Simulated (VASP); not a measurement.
# La3N2 (Pm-3m) in VASP: further runs

La3N2 is run at these levels: PBE; tasks: single point, relaxation of cell and atoms.

Program: VASP 6.6.1. These are calculated values, not measurements. Logs are shortened: lines on timing, memory, paths and dates and some standing lists are left out, and cuts for length are marked.

### Step 1. The cell of the first run

The structure is cubic, space group Pm-3m (No. 221). Conventional cell: a = 4.875 Å, b = 4.875 Å, c = 4.875 Å, α = 90.00°, β = 90.00°, γ = 90.00°. Within 3.2 Å of La (site symmetry 4/mmm) lie 2 N at 2.44 Å. Within 4.5 Å of N (site symmetry m-3m) lie 12 La at 3.45 Å and 8 N at 4.22 Å. Within 3.2 Å of N (site symmetry m-3m) lie 6 La at 2.44 Å.

### Step 2. Single point, PBE

Contents of INCAR:

```
PREC = Accurate ; ENCUT = 520
EDIFF = 1E-6 ; ISMEAR = 0
SIGMA = 0.1 ; LREAL = False
LASPH = True ; NELM = 100
ALGO = Normal ; ISIF = 2
LWAVE = False ; LCHARG = False
GGA = PE ; NBANDS = 30
```

Contents of KPOINTS:

```
regular mesh
0
Gamma
  8 8 8
```

Contents of POSCAR:

```
La3N2
1.0
    4.8751414053      0.0000000000      0.0000000000
    0.0000000000      4.8751414053      0.0000000000
    0.0000000000      0.0000000000      4.8751414053
La N
3 2
Direct
    0.5000000000      0.0000000000      0.0000000000
    0.0000000000      0.5000000000      0.0000000000
    0.0000000000      0.0000000000      0.5000000000
    0.5000000000      0.5000000000      0.5000000000
    0.0000000000      0.0000000000      0.0000000000
```

Potentials or basis: VASP PAW PBE potentials, release 64 (La, N).

Launch:

```console
> cat potpaw_PBE.64/La/POTCAR potpaw_PBE.64/N/POTCAR > POTCAR
> mpirun -np 1 vasp_std > vasp.out
```

OUTCAR:

```text
PREC = Accurate
   ENCUT = 520
   EDIFF = 1E-6
   ISMEAR = 0
   LREAL = False
   LASPH = True
   NELM = 100
   ISIF = 2
   GGA = PE

 ion  position               nearest neighbor table
   1  0.500  0.000  0.000-   5 2.44   5 2.44   2 3.45   3 3.45   2 3.45   2 3.45   3 3.45   3 3.45
                             3 3.45   2 3.45
   2  0.000  0.500  0.000-   5 2.44   5 2.44   1 3.45   3 3.45   1 3.45   3 3.45   3 3.45   3 3.45
                             1 3.45   1 3.45
   3  0.000  0.000  0.500-   5 2.44   5 2.44   1 3.45   1 3.45   2 3.45   2 3.45   2 3.45   2 3.45
                             1 3.45   1 3.45
   4  0.500  0.500  0.500-
   5  0.000  0.000  0.000-   1 2.44   2 2.44   3 2.44   3 2.44   2 2.44   1 2.44

  LATTYP: Found a simple cubic cell.
 ALAT       =     4.8751414053

  Lattice vectors:

 A1 = (   4.8751414053,   0.0000000000,   0.0000000000)
 A2 = (   0.0000000000,   4.8751414053,   0.0000000000)
 A3 = (   0.0000000000,   0.0000000000,   4.8751414053)

Analysis of symmetry for initial positions (statically):
=====================================================================
 Subroutine PRICEL returns:
 Original cell was already a primitive cell.

 Routine SETGRP: Setting up the symmetry group for a
 simple cubic supercell.

 Subroutine GETGRP returns: Found 48 space group operations
[... 9 lines left out ...]

 Routine SETGRP: Setting up the symmetry group for a
 simple cubic supercell.

 Subroutine GETGRP returns: Found 48 space group operations
[... 11 lines left out ...]
                                     Primitive cell

  volume of cell :     115.8675

  direct lattice vectors                    reciprocal lattice vectors
     4.875141405  0.000000000  0.000000000     0.205122255  0.000000000  0.000000000
     0.000000000  4.875141405  0.000000000     0.000000000  0.205122255  0.000000000
     0.000000000  0.000000000  4.875141405     0.000000000  0.000000000  0.205122255

  length of vectors
     4.875141405  4.875141405  4.875141405     0.205122255  0.205122255  0.205122255

  position of ions in fractional coordinates (direct lattice)
     0.500000000  0.000000000  0.000000000
     0.000000000  0.500000000  0.000000000
     0.000000000  0.000000000  0.500000000
     0.500000000  0.500000000  0.500000000
     0.000000000  0.000000000  0.000000000

  ion indices of the primitive-cell ions
   primitive index   ion index
                 1           1
                 2           2
                 3           3
                 4           4
                 5           5
[... 64 lines left out ...]
   ISTART =      0    job   : 0-new  1-cont  2-samecut
   ICHARG =      2    charge: 1-file 2-atom 10-const
   ISPIN  =      1    spin polarized calculation?
   LNONCOLLINEAR =      F non collinear calculations
   LSORBIT =      F    spin-orbit coupling
   LASPH  =      T    aspherical Exc in radial PAW
   ENCUT  =  520.0 eV  38.22 Ry    6.18 a.u.   9.06  9.06  9.06*2*pi/ulx,y,z
   NELM   =    100;   NELMIN=  2; NELMDL= -5     # of ELM steps
   EDIFF  = 0.1E-05   stopping-criterion for ELM
   LREAL  =      F    real-space projection
   EDIFFG = 0.1E-04   stopping-criterion for IOM
   NSW    =      0    number of steps for IOM
   IBRION =     -1    ionic relax: 0-MD 1-quasi-New 2-CG
   NFREE  =      0    steps in history (QN), initial steepest desc. (CG)
   ISIF   =      2    stress and relaxation
   ISYM   =      2    0-nonsym 1-usesym 2-fastsym
   POTIM  = 0.5000    time-step for ionic-motion
   TEBEG  =    0.0;   TEEND  =   0.0 temperature during run
   PSTRESS=    0.0 pullay stress
   NELECT =      43.0000    total number of electrons
   NUPDOWN=      -1.0000    fix difference up-down
   EMIN   =  10.00;   EMAX   =-10.00  energy-range for DOS
   EFERMI =   0.00;   METHOD = LEGACY
   ISMEAR =     0;   SIGMA  =   0.10  broadening in eV -4-tet -1-fermi 0-gaus
   EFERMI_NEDOS =   21; number of points for ismear=-14 and -15
   IALGO  =     38    algorithm
   IMIX   =      4    mixing-type and parameters
     AMIX     =   0.40;   BMIX     =  1.00
     AMIX_MAG =   1.60;   BMIX_MAG =  1.00
  volume/ion in A,a.u.               =      23.17       156.38
  Fermi-wavevector in a.u.,A,eV,Ry     =   1.176460  2.223187 18.831248  1.384058
  Thomas-Fermi vector in A             =   2.312823
   LORBIT       =      0    0 simple, 1 ext, 2 COOP (PROOUT), +10 PAW based schemes
   GGA     = PE    functional components
   LHFCALC =     F    Hartree Fock is set to
   AEXX    =    0.0000 exact exchange contribution
   IVDW    =     0    specifies the selected vdW correction
   LEPSILON=     F    determine dielectric tensor
   LRPA    =     F    only Hartree local field effects (RPA)
 non-spin polarized calculation
 Gauss-broadening in eV      SIGMA  =   0.10
  energy-cutoff  :      520.00
  volume of cell :      115.87
 maximum number of plane-waves:      3136
   NGX = 19   NGY = 19   NGZ = 19

 number of electron      43.0000003 magnetization

 Free energy of the ion-electron system (eV)
  ---------------------------------------------------
  ext. energy  EPLUGINS =         0.00000000
  ---------------------------------------------------
  free energy    TOTEN  =       -31.72806411 eV

  energy without entropy =      -31.70092352  energy(sigma->0) =      -31.71449382

 E-fermi :   8.4479     XC(G=0): -10.0688

 val. band max:        8.4465663431   @ k =   0.3750   0.2500   0.1250
 cond. band min:       8.4509753729   @ k =   0.5000   0.3750   0.3750
 fundamental gap:      0.0044090298
 Fermi energy:         8.4479430201

 k-point     1 :       0.0000    0.0000    0.0000
  band No.  band energies     occupation
      1     -24.5990      2.00000
      2     -24.0604      2.00000
      3     -24.0604      2.00000
      4      -9.2021      2.00000
      5      -9.2021      2.00000
      6      -9.2021      2.00000
[... 781 lines left out ...]
     29      10.2592      0.00000
     30      10.3020      0.00000

 [... further k-points ...]
[... 5 lines left out ...]
  --------------------------------------------------------------------------------------
  -------------------------------------------------------------------------------------
  Total       -0.0672672     -0.0672672     -0.0672672      0.0000000     -0.0000000      0.0000000
  in kB       -0.9301478     -0.9301478     -0.9301478      0.0000000     -0.0000000      0.0000000
  external PRESSURE =      -0.9301478 kB  Pullay stress =       0.0000000 kB

 VOLUME and BASIS-vectors are now :
 -----------------------------------------------------------------------------
  energy-cutoff  :      520.00
  volume of cell :      115.87
      direct lattice vectors                 reciprocal lattice vectors
     4.875141405  0.000000000  0.000000000     0.205122255  0.000000000  0.000000000
     0.000000000  4.875141405  0.000000000     0.000000000  0.205122255  0.000000000
     0.000000000  0.000000000  4.875141405     0.000000000  0.000000000  0.205122255

 POSITION                                       TOTAL-FORCE (eV/Angst)
 -----------------------------------------------------------------------------------
      2.43757      0.00000      0.00000         0.000000      0.000000      0.000000
      0.00000      2.43757      0.00000         0.000000      0.000000      0.000000
      0.00000      0.00000      2.43757         0.000000      0.000000      0.000000
      2.43757      2.43757      2.43757         0.000000      0.000000      0.000000
      0.00000      0.00000      0.00000         0.000000      0.000000      0.000000
 -----------------------------------------------------------------------------------
    total drift:                                0.000000      0.000000     -0.000000

  FREE ENERGIE OF THE ION-ELECTRON SYSTEM (eV)
  ---------------------------------------------------
  free  energy   TOTEN  =       -31.7280641081 eV

  energy  without entropy=      -31.7009235223  energy(sigma->0) =      -31.71449382
```

OSZICAR:

```text
N       E                     dE             d eps       ncg     rms          rms(c)
DAV:   1     0.529158243183E+03    0.52916E+03   -0.15168E+04  2132   0.205E+03
DAV:   2     0.954864267909E+02   -0.43367E+03   -0.42081E+03  2940   0.374E+02
DAV:   3    -0.173126148385E+02   -0.11280E+03   -0.10972E+03  3644   0.197E+02
DAV:   4    -0.356051039262E+02   -0.18292E+02   -0.17868E+02  4160   0.831E+01
DAV:   5    -0.371985654599E+02   -0.15935E+01   -0.15561E+01  4184   0.275E+01    0.127E+01
DAV:   6    -0.321770085891E+02    0.50216E+01   -0.49541E+01  3384   0.316E+01    0.774E+00
DAV:   7    -0.319706275812E+02    0.20638E+00   -0.11513E+01  3944   0.241E+01    0.439E+00
DAV:   8    -0.317583338468E+02    0.21229E+00   -0.17063E+00  4088   0.684E+00    0.250E+00
DAV:   9    -0.317451375075E+02    0.13196E-01   -0.48456E-01  3808   0.384E+00    0.108E+00
DAV:  10    -0.317278947154E+02    0.17243E-01   -0.17268E-01  3960   0.170E+00    0.279E-01
DAV:  11    -0.317284234808E+02   -0.52877E-03   -0.22665E-02  4048   0.822E-01    0.174E-01
DAV:  12    -0.317280666269E+02    0.35685E-03   -0.28523E-03  4008   0.367E-01    0.610E-02
DAV:  13    -0.317280703951E+02   -0.37682E-05   -0.10585E-03  3776   0.124E-01    0.335E-02
DAV:  14    -0.317280693872E+02    0.10079E-05   -0.99673E-05  3880   0.579E-02    0.183E-02
DAV:  15    -0.317280642819E+02    0.51053E-05   -0.49882E-05  3352   0.283E-02    0.364E-03
DAV:  16    -0.317280641081E+02    0.17386E-06   -0.37272E-06  2784   0.161E-02
   1 F= -.31728064E+02 E0= -.31714494E+02  d E =-.271406E-01
```

stdout:

```text
POSCAR found type information on POSCAR LaN
 POSCAR found :  2 types and       5 ions
 scaLAPACK will be used
 LDA part: xc-table for (Slater+PW92), standard interpolation
 POSCAR, INCAR and KPOINTS ok, starting setup
 FFT: planning ... GRIDC
 FFT: planning ... GRID_SOFT
 FFT: planning ... GRID
 WAVECAR not read
 entering main loop
```

It took 92 s on 1 thread of Intel Xeon Platinum 8559C (Emerald Rapids), shared host; peak memory 0.27 GiB.

What came out:

* Free energy: -31.7281 eV
* Pressure: -0.1 GPa

Levels at points of the mesh, in eV from the Fermi level:
```
           k point  band 19  band 20  band 21  band 22  band 23  band 24
(0.00, 0.00, 0.00)    -1.39    -1.39    -1.35    -1.35    -1.35    -1.19
(0.50, 0.00, 0.00)    -1.95    -1.95    -1.04     0.53     0.65     1.00
(0.50, 0.50, 0.00)    -2.20    -2.20     0.91     0.91     0.91     0.91
(0.50, 0.50, 0.50)    -1.58    -1.58    -0.45     0.90     0.90     0.90
```

Caveat: spin-orbit coupling is left out, which moves the levels of the heavy elements.

### Step 3. Relaxation of cell and atoms, PBE

This run uses another cell than the first one, of 23.07 Å³/atom, 0.995 times its volume.

Contents of INCAR:

```
PREC = Accurate
ENCUT = 600
EDIFF = 1E-6
ISMEAR = 0
SIGMA = 0.1
LREAL = F
LASPH = T
NELM = 60
ALGO = Normal
ISIF = 3
LWAVE = F
LCHARG = F
GGA = PE
IBRION = 2
NSW = 100
EDIFFG = -0.01
```

KPOINTS is that of step 2.

POSCAR, as its differences from that of step 2:

```diff
@@ -2,5 +2,5 @@
 1.0
-    4.8751414053      0.0000000000      0.0000000000
-    0.0000000000      4.8751414053      0.0000000000
-    0.0000000000      0.0000000000      4.8751414053
+    4.8675973414      0.0000000000      0.0000000000
+    0.0000000000      4.8675973414      0.0000000000
+    0.0000000000      0.0000000000      4.8675973414
 La N
```

Potentials or basis: VASP PAW PBE potentials, release 64 (La, N).

Launch:

```console
> cat potpaw_PBE.64/La/POTCAR potpaw_PBE.64/N/POTCAR > POTCAR
> mpirun -np 1 vasp_std > vasp.out
```

Wall time 6.3 min (1 thread of Intel Xeon Platinum 8559C (Emerald Rapids), shared host); peak memory 0.34 GiB.

Results (log left out):

| Property | Result |
| --- | --- |
| Free energy | -31.7080 eV |
| Relaxed volume | 23.02 Å³/atom |
| Relaxed cell | a = 4.864 Å, b = 4.864 Å, c = 4.864 Å, α = 90.00°, β = 90.00°, γ = 90.00° |
| Space group after relaxing (to 0.05 Å) | Pm-3m (No. 221) |
| Energy gained by relaxing | 0.0 meV/atom |
| Ionic steps | 2 |
| Pressure after relaxing | 0.0 GPa |

Final structure:
```
La N
1.0
     4.86443    0.00000    0.00000
     0.00000    4.86443    0.00000
     0.00000    0.00000    4.86443
La N
3 2
Direct
  0.50000 0.00000 0.00000
  0.00000 0.50000 0.00000
  0.00000 0.00000 0.50000
  0.50000 0.50000 0.50000
  0.00000 0.00000 0.00000
```

Levels at points of the mesh, in eV from the Fermi level:
```csv
k point,band 19,band 20,band 21,band 22,band 23,band 24
"(0.00, 0.00, 0.00)",-1.45,-1.45,-1.37,-1.37,-1.37,-1.22
"(0.50, 0.00, 0.00)",-1.94,-1.94,-1.07,0.51,0.63,1.01
"(0.50, 0.50, 0.00)",-2.26,-2.21,0.90,0.90,0.91,0.91
"(0.50, 0.50, 0.50)",-1.64,-1.64,-0.48,0.89,0.89,0.89
```

Caveat: the bands computed are all filled at some k points, so no gap is given; spin-orbit coupling is left out, which moves the levels of the heavy elements.
